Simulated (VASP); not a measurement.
# C (Fd-3m) in VASP: further runs

C is run at these levels: LDA; tasks: single point, relaxation of cell and atoms.

All numbers are computed with VASP 6.6.1; they aren't measurements. Logs are shortened: lines on timing, memory, paths and dates and some standing lists are left out, and cuts for length are marked.

**1. The cell of the first run**

Symmetry: Fd-3m, No. 227, cubic system. The conventional cell has a = 3.532 Å, b = 3.532 Å, c = 3.532 Å, α = 90.00°, β = 90.00°, γ = 90.00°. Within 2.0 Å of C (site symmetry -43m) lie 4 C at 1.53 Å.

**2. Single point, LDA**

Contents of INCAR:

```
  PREC = Accurate
  ENCUT = 600
  EDIFF = 1E-6
  ISMEAR = 0
  SIGMA = 0.1
  LREAL = F
  LASPH = T
  NELM = 120
  ALGO = Normal
  ISIF = 2
  LWAVE = F
  LCHARG = F
  NBANDS = 11
  GGA_COMPAT = F
```

Contents of KPOINTS:

```
regular mesh
0
Gamma
  10 10 10
```

Contents of POSCAR:

```
C
1.0
    0.0000000000      1.7657957123      1.7657957123
    1.7657957123      0.0000000000      1.7657957123
    1.7657957123      1.7657957123      0.0000000000
C
2
Direct
    0.0000000000      0.0000000000      0.0000000000
    0.2500000000      0.2500000000      0.2500000000
```

Potentials or basis: VASP PAW LDA potentials, release 64 (C).

On the command line:

```bash
> cat potpaw_LDA.64/C/POTCAR > POTCAR
> mpirun -np 1 vasp_std > vasp.out
```

OUTCAR:

```text
PREC = Accurate
   ENCUT = 600
   EDIFF = 1E-6
   ISMEAR = 0
   LREAL = F
   LASPH = T
   NELM = 120
   ISIF = 2

 ion  position               nearest neighbor table
   1  0.000  0.000  0.000-   2 1.53   2 1.53   2 1.53   2 1.53
   2  0.250  0.250  0.250-   1 1.53   1 1.53   1 1.53   1 1.53

  LATTYP: Found a face centered cubic cell.
 ALAT       =     3.5315914246

  Lattice vectors:

 A1 = (   0.0000000000,   1.7657957123,   1.7657957123)
 A2 = (   1.7657957123,   0.0000000000,   1.7657957123)
 A3 = (   1.7657957123,   1.7657957123,   0.0000000000)

Analysis of symmetry for initial positions (statically):
=====================================================================
 Subroutine PRICEL returns:
 Original cell was already a primitive cell.

 Routine SETGRP: Setting up the symmetry group for a
 face centered cubic supercell.

 Subroutine GETGRP returns: Found 48 space group operations
 (whereof 24 operations were pure point group operations)
 out of a pool of 48 trial point group operations.

The static configuration has the point symmetry T_d .
 The point group associated with its full space group is O_h .

Analysis of symmetry for dynamics (positions and initial velocities):
=====================================================================
 Subroutine PRICEL returns:
 Original cell was already a primitive cell.

 Routine SETGRP: Setting up the symmetry group for a
 face centered cubic supercell.

 Subroutine GETGRP returns: Found 48 space group operations
 (whereof 24 operations were pure point group operations)
 out of a pool of 48 trial point group operations.

The dynamic configuration has the point symmetry T_d .
 The point group associated with its full space group is O_h .

 Subroutine INISYM returns: Found 48 space group operations
 (whereof 24 operations are pure point group operations),
 and found     1 'primitive' translations

----------------------------------------------------------------------------------------

                                     Primitive cell

  volume of cell :      11.0116

  direct lattice vectors                    reciprocal lattice vectors
     0.000000000  1.765795712  1.765795712    -0.283158463  0.283158463  0.283158463
     1.765795712  0.000000000  1.765795712     0.283158463 -0.283158463  0.283158463
     1.765795712  1.765795712  0.000000000     0.283158463  0.283158463 -0.283158463

  length of vectors
     2.497212245  2.497212245  2.497212245     0.490444845  0.490444845  0.490444845

  position of ions in fractional coordinates (direct lattice)
     0.000000000  0.000000000  0.000000000
     0.250000000  0.250000000  0.250000000

  ion indices of the primitive-cell ions
   primitive index   ion index
                 1           1
                 2           2

----------------------------------------------------------------------------------------

 KPOINTS: regular mesh

Automatic generation of k-mesh.
 Grid dimensions read from file:
 generate k-points for:   10   10   10

 Generating k-lattice:

  Cartesian coordinates                     Fractional coordinates (reciprocal lattice)
    -0.028315846  0.028315846  0.028315846     0.100000000  0.000000000  0.000000000
     0.028315846 -0.028315846  0.028315846     0.000000000  0.100000000  0.000000000
     0.028315846  0.028315846 -0.028315846     0.000000000  0.000000000  0.100000000

  Length of vectors
     0.049044484  0.049044484  0.049044484

  Shift w.r.t. Gamma in fractional coordinates (k-lattice)
     0.000000000  0.000000000  0.000000000

 Subroutine IBZKPT returns following result:
 ===========================================

 Found     47 irreducible k-points:

 Following reciprocal coordinates:
            Coordinates               Weight
  0.000000  0.000000  0.000000      1.000000
  0.100000  0.000000  0.000000      8.000000
  0.200000  0.000000  0.000000      8.000000
  0.300000  0.000000  0.000000      8.000000
  0.400000  0.000000  0.000000      8.000000
  0.500000  0.000000  0.000000      4.000000
[... 16 lines left out ...]
  0.300000  0.300000  0.000000      6.000000
  0.400000  0.300000  0.000000     24.000000
 [... further k-points ...]
   k-points           NKPTS =     47   k-points in BZ     NKDIM =     47   number of bands    NBANDS=     11
   number of dos      NEDOS =    301   number of ions     NIONS =      2
   total plane-waves  NPLWV =   8000
   dimension x,y,z NGX =    20 NGY =   20 NGZ =   20
   dimension x,y,z NGXF=    40 NGYF=   40 NGZF=   40
   ions per type =               2
   NGX,Y,Z   is equivalent  to a cutoff of  13.31, 13.31, 13.31 a.u.
   NGXF,Y,Z  is equivalent  to a cutoff of  26.63, 26.63, 26.63 a.u.
 SYSTEM =  unknown system
   PREC   = accura    normal or accurate (medium, high low for compatibility)
   ISTART =      0    job   : 0-new  1-cont  2-samecut
   ICHARG =      2    charge: 1-file 2-atom 10-const
   ISPIN  =      1    spin polarized calculation?
   LNONCOLLINEAR =      F non collinear calculations
   LSORBIT =      F    spin-orbit coupling
   LASPH  =      T    aspherical Exc in radial PAW
   ENCUT  =  600.0 eV  44.10 Ry    6.64 a.u.   4.99  4.99  4.99*2*pi/ulx,y,z
   NELM   =    120;   NELMIN=  2; NELMDL= -5     # of ELM steps
   EDIFF  = 0.1E-05   stopping-criterion for ELM
   LREAL  =      F    real-space projection
   EDIFFG = 0.1E-04   stopping-criterion for IOM
   NSW    =      0    number of steps for IOM
   IBRION =     -1    ionic relax: 0-MD 1-quasi-New 2-CG
   NFREE  =      0    steps in history (QN), initial steepest desc. (CG)
   ISIF   =      2    stress and relaxation
   ISYM   =      2    0-nonsym 1-usesym 2-fastsym
   POTIM  = 0.5000    time-step for ionic-motion
   TEBEG  =    0.0;   TEEND  =   0.0 temperature during run
   PSTRESS=    0.0 pullay stress
   NELECT =       8.0000    total number of electrons
   NUPDOWN=      -1.0000    fix difference up-down
   EMIN   =  10.00;   EMAX   =-10.00  energy-range for DOS
   EFERMI =   0.00;   METHOD = LEGACY
   ISMEAR =     0;   SIGMA  =   0.10  broadening in eV -4-tet -1-fermi 0-gaus
   EFERMI_NEDOS =   21; number of points for ismear=-14 and -15
   IALGO  =     38    algorithm
   IMIX   =      4    mixing-type and parameters
     AMIX     =   0.40;   BMIX     =  1.00
     AMIX_MAG =   1.60;   BMIX_MAG =  1.00
  volume/ion in A,a.u.               =       5.51        37.16
  Fermi-wavevector in a.u.,A,eV,Ry     =   1.471706  2.781121 29.469108  2.165918
  Thomas-Fermi vector in A             =   2.586809
   LORBIT       =      0    0 simple, 1 ext, 2 COOP (PROOUT), +10 PAW based schemes
   GGA     = CA    functional components
   LHFCALC =     F    Hartree Fock is set to
   AEXX    =    0.0000 exact exchange contribution
   IVDW    =     0    specifies the selected vdW correction
   LEPSILON=     F    determine dielectric tensor
   LRPA    =     F    only Hartree local field effects (RPA)
 non-spin polarized calculation
 Gauss-broadening in eV      SIGMA  =   0.10
  energy-cutoff  :      600.00
  volume of cell :       11.01
 maximum number of plane-waves:       377
   NGX =  9   NGY =  9   NGZ =  9

 number of electron       7.9999998 magnetization

 Free energy of the ion-electron system (eV)
  ---------------------------------------------------
  ext. energy  EPLUGINS =         0.00000000
  ---------------------------------------------------
  free energy    TOTEN  =       -20.25194190 eV

  energy without entropy =      -20.25194190  energy(sigma->0) =      -20.25194190

 E-fermi :  10.7470     XC(G=0): -13.6438

 val. band max:       10.1615189670   @ k =   0.0000   0.0000   0.0000
 cond. band min:      14.3657449030   @ k =   0.4000   0.4000   0.0000
 fundamental gap:      4.2042259360
 Fermi energy:        10.7469935037

 k-point     1 :       0.0000    0.0000    0.0000
  band No.  band energies     occupation
      1     -11.5562      2.00000
      2      10.1615      2.00000
      3      10.1615      2.00000
      4      10.1615      2.00000
      5      15.7881      0.00000
      6      15.7881      0.00000
      7      15.7881      0.00000
      8      24.4021      0.00000
      9      29.5602      0.00000
     10      37.1278      0.00000
     11      37.1278      0.00000

 k-point     2 :       0.1000    0.0000    0.0000
  band No.  band energies     occupation
      1     -11.2743      2.00000
      2       8.4650      2.00000
      3       9.7015      2.00000
      4       9.7015      2.00000
      5      16.3903      0.00000
      6      16.3903      0.00000
      7      16.7865      0.00000
      8      24.5566      0.00000
      9      29.9932      0.00000
     10      34.3848      0.00000
     11      34.3848      0.00000

 k-point     3 :       0.2000    0.0000    0.0000
  band No.  band energies     occupation
      1     -10.4325      2.00000
      2       5.2203      2.00000
      3       8.8030      2.00000
      4       8.8030      2.00000
      5      17.5427      0.00000
      6      17.5427      0.00000
      7      18.1377      0.00000
      8      24.9759      0.00000
      9      30.7431      0.00000
     10      32.8263      0.00000
     11      32.8263      0.00000
[... 267 lines left out ...]
 k-point    23 :       0.3000    0.3000    0.0000
  band No.  band energies     occupation
      1      -8.2197      2.00000
      2       4.1502      2.00000
      3       5.1373      2.00000
      4       5.1373      2.00000
      5      14.4435      0.00000
      6      18.8914      0.00000
      7      23.4526      0.00000
      8      23.4526      0.00000
      9      31.5103      0.00000
     10      33.0732      0.00000
     11      41.4248      0.00000

 k-point    24 :       0.4000    0.3000    0.0000
  band No.  band energies     occupation
      1      -6.8719      2.00000
      2       2.1342      2.00000
      3       4.0224      2.00000
      4       4.6554      2.00000
      5      15.0018      0.00000
      6      18.2103      0.00000
      7      24.4537      0.00000
      8      24.5611      0.00000
      9      32.3162      0.00000
     10      33.1511      0.00000
     11      41.3055      0.00000

 [... further k-points ...]

------------------------ aborting loop because EDIFF is reached ----------------------------------------

  FORCE on cell =-STRESS in cart. coord.  units (eV):
  Direction    XX          YY          ZZ          XY          YZ          ZX
  --------------------------------------------------------------------------------------
  -------------------------------------------------------------------------------------
  Total        0.0614737      0.0614737      0.0614737     -0.0000000      0.0000000      0.0000000
  in kB        8.9443504      8.9443504      8.9443504     -0.0000000      0.0000000      0.0000000
  external PRESSURE =       8.9443504 kB  Pullay stress =       0.0000000 kB

 VOLUME and BASIS-vectors are now :
 -----------------------------------------------------------------------------
  energy-cutoff  :      600.00
  volume of cell :       11.01
      direct lattice vectors                 reciprocal lattice vectors
     0.000000000  1.765795712  1.765795712    -0.283158463  0.283158463  0.283158463
     1.765795712  0.000000000  1.765795712     0.283158463 -0.283158463  0.283158463
     1.765795712  1.765795712  0.000000000     0.283158463  0.283158463 -0.283158463

 POSITION                                       TOTAL-FORCE (eV/Angst)
 -----------------------------------------------------------------------------------
      0.00000      0.00000      0.00000         0.000000     -0.000000      0.000000
      0.88290      0.88290      0.88290        -0.000000      0.000000     -0.000000
 -----------------------------------------------------------------------------------
    total drift:                                0.000000      0.000000      0.000000

  FREE ENERGIE OF THE ION-ELECTRON SYSTEM (eV)
  ---------------------------------------------------
  free  energy   TOTEN  =       -20.2519418980 eV

  energy  without entropy=      -20.2519418980  energy(sigma->0) =      -20.25194190
```

It took 2.6 s on 1 thread of Intel Xeon 6975P-C (Granite Rapids), shared host; peak memory 0.11 GiB.

What came out:

| Property | Result |
| --- | --- |
| Free energy | -20.2519 eV |
| Pressure | 0.9 GPa |
| Band gap on the k mesh | 4.20 eV, indirect (least direct gap 5.63 eV) |

A k mesh can miss the band edges.

**3. Single point, LDA**

Contents of INCAR:

```
ALGO = Normal
EDIFF = 1E-6
ENCUT = 600
GGA_COMPAT = False
ISIF = 2
ISMEAR = 0
LASPH = True
LCHARG = False
LREAL = False
LWAVE = False
NBANDS = 11
NELM = 120
PREC = Accurate
SIGMA = 0.02
```

Contents of KPOINTS:

```
k-points
0
Gamma
  12 12 12
```

Contents of POSCAR:

```
C
1.0
    0.0000000000      1.7657234629      1.7657234629
    1.7657234629      0.0000000000      1.7657234629
    1.7657234629      1.7657234629      0.0000000000
C
2
Direct
    0.0000000000      0.0000000000      0.0000000000
    0.2500000000      0.2500000000      0.2500000000
```

Potentials or basis: VASP PAW LDA potentials, release 64 (C).

On the command line:

```bash
> cat potpaw_LDA.64/C/POTCAR > POTCAR
> mpirun -np 1 vasp_std > vasp.out
```

OUTCAR:

```text
EDIFF = 1E-6
   ENCUT = 600
   ISIF = 2
   ISMEAR = 0
   LASPH = True
   LREAL = False
   NELM = 120
   PREC = Accurate

 ion  position               nearest neighbor table
   1  0.000  0.000  0.000-   2 1.53   2 1.53   2 1.53   2 1.53
   2  0.250  0.250  0.250-   1 1.53   1 1.53   1 1.53   1 1.53

  LATTYP: Found a face centered cubic cell.
 ALAT       =     3.5314469258

  Lattice vectors:

 A1 = (   0.0000000000,   1.7657234629,   1.7657234629)
[... 523 lines left out ...]

------------------------ aborting loop because EDIFF is reached ----------------------------------------

  FORCE on cell =-STRESS in cart. coord.  units (eV):
  Direction    XX          YY          ZZ          XY          YZ          ZX
  --------------------------------------------------------------------------------------
  -------------------------------------------------------------------------------------
  Total        0.0651087      0.0651087      0.0651087     -0.0000000      0.0000000     -0.0000000
  in kB        9.4743973      9.4743973      9.4743973     -0.0000000      0.0000000     -0.0000000
  external PRESSURE =       9.4743973 kB  Pullay stress =       0.0000000 kB

 VOLUME and BASIS-vectors are now :
 -----------------------------------------------------------------------------
  energy-cutoff  :      600.00
  volume of cell :       11.01
      direct lattice vectors                 reciprocal lattice vectors
     0.000000000  1.765723463  1.765723463    -0.283170049  0.283170049  0.283170049
     1.765723463  0.000000000  1.765723463     0.283170049 -0.283170049  0.283170049
     1.765723463  1.765723463  0.000000000     0.283170049  0.283170049 -0.283170049

 POSITION                                       TOTAL-FORCE (eV/Angst)
 -----------------------------------------------------------------------------------
      0.00000      0.00000      0.00000         0.000000      0.000000      0.000000
      0.88286      0.88286      0.88286        -0.000000     -0.000000     -0.000000
 -----------------------------------------------------------------------------------
    total drift:                                0.000000      0.000000      0.000000

  FREE ENERGIE OF THE ION-ELECTRON SYSTEM (eV)
  ---------------------------------------------------
  free  energy   TOTEN  =       -20.2520569420 eV

  energy  without entropy=      -20.2520569420  energy(sigma->0) =      -20.25205694
```

Wall time 3.4 s (1 thread of Intel Xeon 6975P-C (Granite Rapids), shared host); peak memory 0.11 GiB.

Results:

- Free energy: -20.2521 eV
- Pressure: 0.9 GPa
- Band gap on the k mesh: 4.20 eV, indirect (least direct gap 5.63 eV)

Levels at points of the mesh, in eV from the valence-band top:
```
           k point  band 2  band 3  band 4  band 5  band 6  band 7
(0.00, 0.00, 0.00)    0.00    0.00    0.00    5.63    5.63    5.63
(0.50, 0.00, 0.00)  -13.69   -2.87   -2.87    8.51    8.51    9.42
(0.50, 0.50, 0.00)  -12.82   -6.47   -6.47    4.77    4.77   17.08
```

A k mesh can miss the band edges. As with any semilocal functional, this LDA gap is likely too small.

**4. Relaxation of cell and atoms, LDA**

Contents of INCAR:

```
SYSTEM = C
PREC = Accurate
ENCUT = 600
EDIFF = 1E-7
ISMEAR = 0
SIGMA = 0.02
LREAL = .False.
LASPH = .True.
NELM = 120
ALGO = Normal
ISIF = 3
LWAVE = .False.
LCHARG = .False.
GGA = CA
IBRION = 2
NSW = 100
EDIFFG = -0.002
GGA_COMPAT = .False.
NELMIN = 4
```

Contents of KPOINTS:

```
Automatic mesh
0
Gamma
  12 12 12
  0 0 0
```

Contents of POSCAR:

```
C
1.0
    0.0000000000      1.7657957123      1.7657957123
    1.7657957123      0.0000000000      1.7657957123
    1.7657957123      1.7657957123      0.0000000000
C
2
Direct
    0.0000000000      0.0000000000      0.0000000000
    0.2500000000      0.2500000000      0.2500000000
```

On the command line:

```bash
> cat potpaw_LDA.64/C/POTCAR > POTCAR
> mpirun -np 1 vasp_std > vasp.out
```

It took 4.9 s on 1 thread of Intel Xeon 6975P-C (Granite Rapids), shared host; peak memory 0.11 GiB.

The run converged. Its results:

```yaml
Free_energy: -20.2521 eV
Relaxed_volume: 5.52 Å³/atom
Relaxed_cell: a = 2.499 Å, b = 2.499 Å, c = 2.499 Å, α = 60.00°, β = 60.00°, γ = 60.00°
Space_group_after_relaxing_to_0.05_Å: Fd-3m (No. 227)
Energy_gained_by_relaxing: 0.0 meV/atom
Ionic_steps: 3
Pressure_after_relaxing: 0.0 GPa
Band_gap_on_the_k_mesh: 4.19 eV, indirect (least direct gap 5.62 eV)
```

Final structure:
```yaml
crystal:
  lattice:
    - [0.00000, 1.76692, 1.76692]
    - [1.76692, 0.00000, 1.76692]
    - [1.76692, 1.76692, 0.00000]
  atoms:
    - { symbol: C, position: [0.00000, 0.00000, 0.00000] }
    - { symbol: C, position: [0.25000, 0.25000, 0.25000] }
```

Levels at points of the mesh, in eV from the valence-band top:
| k point | band 2 | band 3 | band 4 | band 5 | band 6 | band 7 |
| --- | --- | --- | --- | --- | --- | --- |
| (0.00, 0.00, 0.00) | 0.00 | 0.00 | 0.00 | 5.62 | 5.62 | 5.62 |
| (0.50, 0.00, 0.00) | -13.67 | -2.86 | -2.86 | 8.50 | 8.50 | 9.40 |
| (0.50, 0.50, 0.00) | -12.81 | -6.46 | -6.46 | 4.77 | 4.77 | 17.05 |

A k mesh can miss the band edges.

**5. Overview**

| task | cell | k mesh | smearing | gap on the mesh (eV) | pressure (GPa) |
| --- | --- | --- | --- | --- | --- |
| single point | a = 2.497 Å, angles 60.0°, 2 atoms | 10 × 10 × 10 | gaussian 0.1 eV | 4.20 | 0.9 |
| single point | a = 2.497 Å, angles 60.0°, 2 atoms | 12 × 12 × 12 | gaussian 0.02 eV | 4.20 | 0.9 |
| relaxation of cell and atoms | relaxed from a = 2.497 Å, angles 60.0°, 2 atoms | 12 × 12 × 12 | gaussian 0.02 eV | 4.19 | 0.0 |

Alike in all rows: level LDA; potentials or basis VASP PAW LDA potentials, release 64 (C); no spin polarisation; cutoff (eV) 600.

Total energies depend on the potentials used, so only differences within one code and one set of settings carry meaning.
